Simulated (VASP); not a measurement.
# CsH (I4mm) in VASP: single point with LDA

Aim: the single point of CsH with LDA.

Everything below comes from runs of VASP 6.6.1. Logs are shortened: lines on timing, memory, paths and dates and some standing lists are left out, and cuts for length are marked.

## Step 1: The cell of the first run

The structure is tetragonal, space group I4mm (No. 107). Conventional cell: a = 4.509 Å, b = 4.509 Å, c = 6.376 Å, α = 90.00°, β = 90.00°, γ = 90.00°. Cs (site symmetry 4mm) has 6 H at 3.13 to 3.25 Å within 4.1 Å. Within 4.1 Å of H (site symmetry 4mm) lie 6 Cs at 3.13 to 3.25 Å.

## Step 2: Single point, LDA (all Cs atoms moved +0.062 Å, as atom 1 along Cartesian [0 0 1])

INCAR

```
SYSTEM = CsH
PREC     = Accurate       ! precision mode
ENCUT    = 520            ! plane-wave cutoff, eV
EDIFF    = 1E-6           ! SCF threshold, eV
ISMEAR   = 0              ! smearing method
SIGMA    = 0.05           ! smearing width, eV
LREAL    = .False.        ! projectors in reciprocal space
LASPH    = .True.         ! aspherical terms in the spheres
NELM     = 100            ! most SCF steps
ALGO     = Normal         ! electronic algorithm
ISIF     = 2              ! what is computed and relaxed
LWAVE    = .False.        ! write WAVECAR
LCHARG   = .False.        ! write CHGCAR
NBANDS   = 12             ! bands
```

KPOINTS

```
regular mesh
0
Gamma
  8 8 8
  0 0 0
```

POSCAR

```
CsH
1.0
    0.0000000000      3.1880000000      3.1880000000
    3.1880000000      0.0000000000      3.1880000000
    3.1880000000      3.1880000000      0.0000000000
Cs H
1 1
Direct
    0.0098023839      0.0098023839     -0.0098023839
    0.5000000000      0.5000000000      0.5000000000
```

Potentials or basis: VASP PAW LDA potentials, release 64 (Cs_sv, H).

Launch:

```console
$ cat potpaw_LDA.64/Cs_sv/POTCAR potpaw_LDA.64/H/POTCAR > POTCAR
$ mpirun -np 1 vasp_std > vasp.out
```

OUTCAR:

```text
SYSTEM = CsH
   PREC = Accurate
   ENCUT = 520
   EDIFF = 1E-6
   ISMEAR = 0
   LREAL = .False.
   LASPH = .True.
   NELM = 100
   ISIF = 2

 ion  position               nearest neighbor table
   1  0.010  0.010  0.990-
   2  0.500  0.500  0.500-

  LATTYP: Found a face centered cubic cell.
 ALAT       =     6.3760000000

  Lattice vectors:

 A1 = (   0.0000000000,   3.1880000000,   3.1880000000)
 A2 = (   3.1880000000,   0.0000000000,   3.1880000000)
 A3 = (   3.1880000000,   3.1880000000,   0.0000000000)

Analysis of symmetry for initial positions (statically):
=====================================================================
 Subroutine PRICEL returns:
 Original cell was already a primitive cell.

 Routine SETGRP: Setting up the symmetry group for a
 face centered cubic supercell.

 Subroutine GETGRP returns: Found  8 space group operations
 (whereof  8 operations were pure point group operations)
 out of a pool of 48 trial point group operations.

The static configuration has the point symmetry C_4v.

Analysis of symmetry for dynamics (positions and initial velocities):
=====================================================================
 Subroutine PRICEL returns:
 Original cell was already a primitive cell.

 Routine SETGRP: Setting up the symmetry group for a
 face centered cubic supercell.

 Subroutine GETGRP returns: Found  8 space group operations
 (whereof  8 operations were pure point group operations)
 out of a pool of 48 trial point group operations.

The dynamic configuration has the point symmetry C_4v.

 Subroutine INISYM returns: Found  8 space group operations
 (whereof  8 operations are pure point group operations),
 and found     1 'primitive' translations

----------------------------------------------------------------------------------------

                                     Primitive cell

  volume of cell :      64.8015

  direct lattice vectors                    reciprocal lattice vectors
     0.000000000  3.188000000  3.188000000    -0.156838143  0.156838143  0.156838143
     3.188000000  0.000000000  3.188000000     0.156838143 -0.156838143  0.156838143
     3.188000000  3.188000000  0.000000000     0.156838143  0.156838143 -0.156838143

  length of vectors
     4.508512837  4.508512837  4.508512837     0.271651632  0.271651632  0.271651632

  position of ions in fractional coordinates (direct lattice)
     0.009802384  0.009802384  0.990197616
     0.500000000  0.500000000  0.500000000

  ion indices of the primitive-cell ions
   primitive index   ion index
                 1           1
                 2           2

----------------------------------------------------------------------------------------
[... 86 lines left out ...]
   EFERMI_NEDOS =   21; number of points for ismear=-14 and -15
   IALGO  =     38    algorithm
   IMIX   =      4    mixing-type and parameters
     AMIX     =   0.40;   BMIX     =  1.00
     AMIX_MAG =   1.60;   BMIX_MAG =  1.00
  volume/ion in A,a.u.               =      32.40       218.65
  Fermi-wavevector in a.u.,A,eV,Ry     =   0.878105  1.659378 10.491026  0.771069
  Thomas-Fermi vector in A             =   1.998146
   LORBIT       =      0    0 simple, 1 ext, 2 COOP (PROOUT), +10 PAW based schemes
   GGA     = CA    functional components
   LHFCALC =     F    Hartree Fock is set to
   AEXX    =    0.0000 exact exchange contribution
   IVDW    =     0    specifies the selected vdW correction
   LEPSILON=     F    determine dielectric tensor
   LRPA    =     F    only Hartree local field effects (RPA)
 non-spin polarized calculation
 Gauss-broadening in eV      SIGMA  =   0.05
  energy-cutoff  :      520.00
  volume of cell :       64.80
 maximum number of plane-waves:      1807
 NGX is ok and might be reduce to    36
   NGX = 17   NGY = 17   NGZ = 17

 number of electron      10.0000000 magnetization

 Free energy of the ion-electron system (eV)
  ---------------------------------------------------
  ext. energy  EPLUGINS =         0.00000000
  ---------------------------------------------------
  free energy    TOTEN  =        -4.89086762 eV

  energy without entropy =       -4.89086762  energy(sigma->0) =       -4.89086762

 E-fermi :   0.2796     XC(G=0):  -7.5296

 val. band max:        0.0311406503   @ k =   0.5000   0.0000   0.0000
 cond. band min:       1.9710450109   @ k =   0.5000   0.0000   0.0000
 fundamental gap:      1.9399043605
 Fermi energy:         0.2795951019

 k-point     1 :       0.0000    0.0000    0.0000
  band No.  band energies     occupation
      1     -21.4156      2.00000
      2      -7.8632      2.00000
      3      -7.8632      2.00000
      4      -7.8631      2.00000
      5      -1.8379      2.00000
      6       5.0134      0.00000
      7       5.0134      0.00000
      8       5.0143      0.00000
      9       5.6888      0.00000
     10       6.8245      0.00000
     11       6.8262      0.00000
     12       8.5440      0.00000
[... 331 lines left out ...]
 k-point    24 :       0.5000    0.2500    0.0000
  band No.  band energies     occupation
      1     -21.3228      2.00000
      2      -8.5653      2.00000
      3      -8.1875      2.00000
      4      -8.0553      2.00000
      5      -0.6234      2.00000
      6       3.0456      0.00000
      7       4.2401      0.00000
      8       5.6266      0.00000
      9       6.5978      0.00000
     10       8.3991      0.00000
     11       8.6527      0.00000
     12       9.2211      0.00000

 [... further k-points ...]

------------------------ aborting loop because EDIFF is reached ----------------------------------------

  FORCE on cell =-STRESS in cart. coord.  units (eV):
  Direction    XX          YY          ZZ          XY          YZ          ZX
  --------------------------------------------------------------------------------------
  -------------------------------------------------------------------------------------
  Total       -0.5012287     -0.5012287     -0.4856758      0.0000000      0.0000000      0.0000000
  in kB      -12.3925767    -12.3925767    -12.0080399      0.0000000      0.0000000      0.0000000
  external PRESSURE =     -12.2643978 kB  Pullay stress =       0.0000000 kB

 VOLUME and BASIS-vectors are now :
 -----------------------------------------------------------------------------
  energy-cutoff  :      520.00
  volume of cell :       64.80
      direct lattice vectors                 reciprocal lattice vectors
     0.000000000  3.188000000  3.188000000    -0.156838143  0.156838143  0.156838143
     3.188000000  0.000000000  3.188000000     0.156838143 -0.156838143  0.156838143
     3.188000000  3.188000000  0.000000000     0.156838143  0.156838143 -0.156838143

 POSITION                                       TOTAL-FORCE (eV/Angst)
 -----------------------------------------------------------------------------------
      3.18800      3.18800      0.06250         0.000000      0.000000     -0.029063
      3.18800      3.18800      3.18800         0.000000      0.000000      0.029063
 -----------------------------------------------------------------------------------
    total drift:                                0.000000      0.000000     -0.000105

  FREE ENERGIE OF THE ION-ELECTRON SYSTEM (eV)
  ---------------------------------------------------
  free  energy   TOTEN  =        -4.8908676189 eV

  energy  without entropy=       -4.8908676189  energy(sigma->0) =       -4.89086762
```

stdout:

```text
POSCAR found type information on POSCAR CsH
 POSCAR found :  2 types and       2 ions
 scaLAPACK will be used
 LDA part: xc-table for (Slater(with rela. corr.)+CA(PZ))
 , standard interpolation
 POSCAR, INCAR and KPOINTS ok, starting setup
 FFT: planning ... GRIDC
 FFT: planning ... GRID_SOFT
 FFT: planning ... GRID
 WAVECAR not read
 entering main loop
```

It took 33 s on 1 thread of AMD EPYC 7R13 (Zen 3), shared host; peak memory 0.16 GiB.

Results:

| Property | Result |
| --- | --- |
| Free energy | -4.8909 eV |
| Pressure | -1.2 GPa |
| Largest force | 0.029 eV/Å |
| Band gap on the k mesh | 1.94 eV |

Forces on the atoms (eV/Å):
```
Cs   0.000  0.000 -0.029
H    0.000  0.000  0.029
```

Caveat: the cell differs from its parent crystal (all Cs atoms moved +0.062 Å, as atom 1 along Cartesian [0 0 1]); spin-orbit coupling is left out, which moves the levels of the heavy elements.
